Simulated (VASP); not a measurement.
# Rb2N (F-43m) in VASP: single point with PBE

Aim: the single point of Rb2N with PBE.

All numbers are computed with VASP 6.6.1; they aren't measurements. Logs are shortened: lines on timing, memory, paths and dates and some standing lists are left out, and cuts for length are marked.

## 1. The cell of the first run

The structure is cubic, space group F-43m (No. 216). The conventional cell has a = 7.235 Å, b = 7.235 Å, c = 7.235 Å, α = 90.00°, β = 90.00°, γ = 90.00°. Within 4.1 Å of Rb (site symmetry -43m) lie 4 Rb at 3.13 Å and 6 N at 3.62 Å. Rb (site symmetry -43m) has 4 Rb at 3.13 Å and 4 N at 3.13 Å within 4.1 Å. Within 4.1 Å of N (site symmetry -43m) lie 10 Rb at 3.13 to 3.62 Å.

## 2. Single point, PBE, collinear spin, ferromagnetic start

Input file INCAR:

```
PREC = Accurate
ENCUT = 520
EDIFF = 1E-6
ISMEAR = 0
SIGMA = 0.1
LREAL = F
LASPH = T
NELM = 150
ALGO = Normal
ISIF = 2
LWAVE = F
LCHARG = T
ISPIN = 2
MAGMOM = 0 0 1.13
LORBIT = 11
GGA = PE
LELF = T
LVHAR = T
NBANDS = 22
```

Input file KPOINTS:

```
Automatic mesh
0
Gamma
  12 12 12
```

Input file POSCAR:

```
Rb2N
1.0
    0.0000000000      3.6173888030      3.6173888030
    3.6173888030      0.0000000000      3.6173888030
    3.6173888030      3.6173888030      0.0000000000
Rb N
2 1
Direct
    0.5000000000      0.5000000000      0.5000000000
    0.2500000000      0.2500000000      0.2500000000
    0.0000000000      0.0000000000      0.0000000000
```

Potentials or basis: VASP PAW PBE potentials, release 64 (Rb_sv, N).

On the command line:

```
> cat potpaw_PBE.64/Rb_sv/POTCAR potpaw_PBE.64/N/POTCAR > POTCAR
> mpirun -np 1 vasp_std > vasp.out
```

OUTCAR:

```text
PREC = Accurate
   ENCUT = 520
   EDIFF = 1E-6
   ISMEAR = 0
   LREAL = F
   LASPH = T
   NELM = 150
   ISIF = 2
   ISPIN = 2
   LORBIT = 11
   GGA = PE

 ion  position               nearest neighbor table
   1  0.500  0.500  0.500-   2 3.13   2 3.13   2 3.13   2 3.13   3 3.62   3 3.62   3 3.62   3 3.62
                             3 3.62   3 3.62
   2  0.250  0.250  0.250-   3 3.13   3 3.13   3 3.13   1 3.13   1 3.13   1 3.13   3 3.13   1 3.13

   3  0.000  0.000  0.000-   2 3.13   2 3.13   2 3.13   2 3.13   1 3.62   1 3.62   1 3.62   1 3.62
                             1 3.62   1 3.62

  LATTYP: Found a face centered cubic cell.
 ALAT       =     7.2347776060

  Lattice vectors:

 A1 = (   0.0000000000,   3.6173888030,   3.6173888030)
 A2 = (   3.6173888030,   0.0000000000,   3.6173888030)
 A3 = (   3.6173888030,   3.6173888030,   0.0000000000)

Analysis of symmetry for initial positions (statically):
=====================================================================
 Subroutine PRICEL returns:
 Original cell was already a primitive cell.

 Routine SETGRP: Setting up the symmetry group for a
 face centered cubic supercell.

 Subroutine GETGRP returns: Found 24 space group operations
 (whereof 24 operations were pure point group operations)
 out of a pool of 48 trial point group operations.

The static configuration has the point symmetry T_d .

Analysis of symmetry for dynamics (positions and initial velocities):
=====================================================================
 Subroutine PRICEL returns:
 Original cell was already a primitive cell.

 Routine SETGRP: Setting up the symmetry group for a
 face centered cubic supercell.

 Subroutine GETGRP returns: Found 24 space group operations
 (whereof 24 operations were pure point group operations)
 out of a pool of 48 trial point group operations.

The dynamic configuration has the point symmetry T_d .

Analysis of structural, dynamic, and magnetic symmetry:
=====================================================================
 Subroutine PRICEL returns:
 Original cell was already a primitive cell.

 Routine SETGRP: Setting up the symmetry group for a
 face centered cubic supercell.

 Subroutine GETGRP returns: Found 24 space group operations
 (whereof 24 operations were pure point group operations)
 out of a pool of 48 trial point group operations.

The overall configuration has the point symmetry T_d .

 Subroutine INISYM returns: Found 24 space group operations
 (whereof 24 operations are pure point group operations),
 and found     1 'primitive' translations

----------------------------------------------------------------------------------------

                                     Primitive cell

  volume of cell :      94.6707

  direct lattice vectors                    reciprocal lattice vectors
     0.000000000  3.617388803  3.617388803    -0.138221249  0.138221249  0.138221249
     3.617388803  0.000000000  3.617388803     0.138221249 -0.138221249  0.138221249
     3.617388803  3.617388803  0.000000000     0.138221249  0.138221249 -0.138221249

  length of vectors
     5.115760306  5.115760306  5.115760306     0.239406227  0.239406227  0.239406227

  position of ions in fractional coordinates (direct lattice)
     0.500000000  0.500000000  0.500000000
     0.250000000  0.250000000  0.250000000
     0.000000000  0.000000000  0.000000000

  ion indices of the primitive-cell ions
   primitive index   ion index
                 1           1
                 2           2
                 3           3

----------------------------------------------------------------------------------------

 KPOINTS: Automatic mesh

Automatic generation of k-mesh.
 Grid dimensions read from file:
 generate k-points for:   12   12   12

 Generating k-lattice:

  Cartesian coordinates                     Fractional coordinates (reciprocal lattice)
    -0.011518437  0.011518437  0.011518437     0.083333333  0.000000000  0.000000000
     0.011518437 -0.011518437  0.011518437     0.000000000  0.083333333  0.000000000
     0.011518437  0.011518437 -0.011518437     0.000000000  0.000000000  0.083333333

  Length of vectors
     0.019950519  0.019950519  0.019950519

  Shift w.r.t. Gamma in fractional coordinates (k-lattice)
     0.000000000  0.000000000  0.000000000

 Subroutine IBZKPT returns following result:
 ===========================================

 Found     72 irreducible k-points:

 Following reciprocal coordinates:
            Coordinates               Weight
  0.000000  0.000000  0.000000      1.000000
  0.083333  0.000000  0.000000      8.000000
  0.166667  0.000000  0.000000      8.000000
  0.250000  0.000000  0.000000      8.000000
  0.333333  0.000000  0.000000      8.000000
  0.416667  0.000000  0.000000      8.000000
[... 16 lines left out ...]
  0.500000  0.166667  0.000000     24.000000
 -0.416667  0.166667  0.000000     24.000000
 [... further k-points ...]
   k-points           NKPTS =     72   k-points in BZ     NKDIM =     72   number of bands    NBANDS=     22
   number of dos      NEDOS =    301   number of ions     NIONS =      3
   total plane-waves  NPLWV =  64000
   dimension x,y,z NGX =    40 NGY =   40 NGZ =   40
   dimension x,y,z NGXF=    80 NGYF=   80 NGZF=   80
   ions per type =               2   1
   NGX,Y,Z   is equivalent  to a cutoff of  13.00, 13.00, 13.00 a.u.
   NGXF,Y,Z  is equivalent  to a cutoff of  26.00, 26.00, 26.00 a.u.
 SYSTEM =  unknown system
   PREC   = accura    normal or accurate (medium, high low for compatibility)
   ISTART =      0    job   : 0-new  1-cont  2-samecut
   ICHARG =      2    charge: 1-file 2-atom 10-const
   ISPIN  =      2    spin polarized calculation?
   LNONCOLLINEAR =      F non collinear calculations
   LSORBIT =      F    spin-orbit coupling
   LASPH  =      T    aspherical Exc in radial PAW
   ENCUT  =  520.0 eV  38.22 Ry    6.18 a.u.   9.51  9.51  9.51*2*pi/ulx,y,z
   NELM   =    150;   NELMIN=  2; NELMDL= -5     # of ELM steps
   EDIFF  = 0.1E-05   stopping-criterion for ELM
   LREAL  =      F    real-space projection
   EDIFFG = 0.1E-04   stopping-criterion for IOM
   NSW    =      0    number of steps for IOM
   IBRION =     -1    ionic relax: 0-MD 1-quasi-New 2-CG
   NFREE  =      0    steps in history (QN), initial steepest desc. (CG)
   ISIF   =      2    stress and relaxation
   ISYM   =      2    0-nonsym 1-usesym 2-fastsym
   POTIM  = 0.5000    time-step for ionic-motion
   TEBEG  =    0.0;   TEEND  =   0.0 temperature during run
   PSTRESS=    0.0 pullay stress
   NELECT =      23.0000    total number of electrons
   NUPDOWN=      -1.0000    fix difference up-down
   EMIN   =  10.00;   EMAX   =-10.00  energy-range for DOS
   EFERMI =   0.00;   METHOD = LEGACY
   ISMEAR =     0;   SIGMA  =   0.10  broadening in eV -4-tet -1-fermi 0-gaus
   EFERMI_NEDOS =   21; number of points for ismear=-14 and -15
   IALGO  =     38    algorithm
   IMIX   =      4    mixing-type and parameters
     AMIX     =   0.40;   BMIX     =  1.00
     AMIX_MAG =   1.60;   BMIX_MAG =  1.00
  volume/ion in A,a.u.               =      31.56       212.96
  Fermi-wavevector in a.u.,A,eV,Ry     =   1.021517  1.930387 14.197638  1.043497
  Thomas-Fermi vector in A             =   2.155146
   LORBIT       =     11    0 simple, 1 ext, 2 COOP (PROOUT), +10 PAW based schemes
   GGA     = PE    functional components
   LHFCALC =     F    Hartree Fock is set to
   AEXX    =    0.0000 exact exchange contribution
   IVDW    =     0    specifies the selected vdW correction
   LEPSILON=     F    determine dielectric tensor
   LRPA    =     F    only Hartree local field effects (RPA)
 spin polarized calculation
 Gauss-broadening in eV      SIGMA  =   0.10
  energy-cutoff  :      520.00
  volume of cell :       94.67
 maximum number of plane-waves:      2637
 NGX is ok and might be reduce to    40
   NGX = 19   NGY = 19   NGZ = 19

 number of electron      22.9999999 magnetization       0.9999882

 Free energy of the ion-electron system (eV)
  ---------------------------------------------------
  ext. energy  EPLUGINS =         0.00000000
  ---------------------------------------------------
  free energy    TOTEN  =        -6.94729258 eV

  energy without entropy =       -6.91784059  energy(sigma->0) =       -6.93256658

 E-fermi :   1.1639     XC(G=0):  -7.7838

 val. band max:        1.1554855066   @ k =  -0.3333   0.3333   0.0833
 cond. band min:       1.1644163544   @ k =  -0.4167   0.4167   0.1667
 fundamental gap:      0.0089308478
 Fermi energy:         1.1638546757

 spin component 1

 k-point     1 :       0.0000    0.0000    0.0000
  band No.  band energies     occupation
      1     -27.5472      1.00000
      2     -26.6860      1.00000
      3     -11.8362      1.00000
      4     -11.8362      1.00000
      5     -11.8362      1.00000
      6     -10.8194      1.00000
[... 574 lines left out ...]
      6     -10.8346      1.00000
[... 14 lines left out ...]
     21       8.2409      0.00000
     22       9.3483      0.00000

 [... further k-points ...]

 spin component 2

 k-point     1 :       0.0000    0.0000    0.0000
  band No.  band energies     occupation
      1     -27.5563      1.00000
      2     -26.6853      1.00000
      3     -11.8513      1.00000
      4     -11.8513      1.00000
      5     -11.8513      1.00000
      6     -10.6681      1.00000
[... 574 lines left out ...]
      6     -10.7710      1.00000
[... 14 lines left out ...]
     21       8.2762      0.00000
     22       9.3377      0.00000

 [... further k-points ...]

------------------------ aborting loop because EDIFF is reached ----------------------------------------

  FORCE on cell =-STRESS in cart. coord.  units (eV):
  Direction    XX          YY          ZZ          XY          YZ          ZX
  --------------------------------------------------------------------------------------
  -------------------------------------------------------------------------------------
  Total        0.0343794      0.0343794      0.0343794      0.0000000      0.0000000     -0.0000000
  in kB        0.5818256      0.5818256      0.5818256      0.0000000      0.0000000     -0.0000000
  external PRESSURE =       0.5818256 kB  Pullay stress =       0.0000000 kB

 VOLUME and BASIS-vectors are now :
 -----------------------------------------------------------------------------
  energy-cutoff  :      520.00
  volume of cell :       94.67
      direct lattice vectors                 reciprocal lattice vectors
     0.000000000  3.617388803  3.617388803    -0.138221249  0.138221249  0.138221249
     3.617388803  0.000000000  3.617388803     0.138221249 -0.138221249  0.138221249
     3.617388803  3.617388803  0.000000000     0.138221249  0.138221249 -0.138221249

 POSITION                                       TOTAL-FORCE (eV/Angst)
 -----------------------------------------------------------------------------------
      3.61739      3.61739      3.61739         0.000000      0.000000      0.000000
      1.80869      1.80869      1.80869         0.000000     -0.000000      0.000000
      0.00000      0.00000      0.00000        -0.000000      0.000000     -0.000000
 -----------------------------------------------------------------------------------
    total drift:                                0.000000      0.000000      0.000000

  FREE ENERGIE OF THE ION-ELECTRON SYSTEM (eV)
  ---------------------------------------------------
  free  energy   TOTEN  =        -6.9472925793 eV

  energy  without entropy=       -6.9178405894  energy(sigma->0) =       -6.93256658

 total charge

# of ion       s       p       d       tot
------------------------------------------
    1        1.948   5.342   0.040   7.330
    2        1.954   5.333   0.057   7.344
    3        1.291   2.105   0.000   3.396
--------------------------------------------------
tot          5.193  12.780   0.097  18.070

 magnetization (x)

# of ion       s       p       d       tot
------------------------------------------
    1       -0.005   0.001  -0.007  -0.010
    2       -0.004   0.008  -0.002   0.002
    3        0.016   0.671   0.000   0.688
--------------------------------------------------
tot          0.008   0.680  -0.009   0.679
```

Wall time 3.3 min (1 thread of AMD EPYC 9R45 (Zen 5), shared host); peak memory 0.39 GiB.

What came out:

```yaml
Free_energy: -6.9473 eV
Pressure: 0.1 GPa
Band_gap_on_the_k_mesh: zero (filled and empty bands overlap)
Net_moment: 1.00 μB per cell
Site_moments: Rb -0.01, +0.00; N +0.69 μB
Valence_electrons_inside_the_program's_atomic_spheres: Rb 7.33, 7.34; N 3.40
```
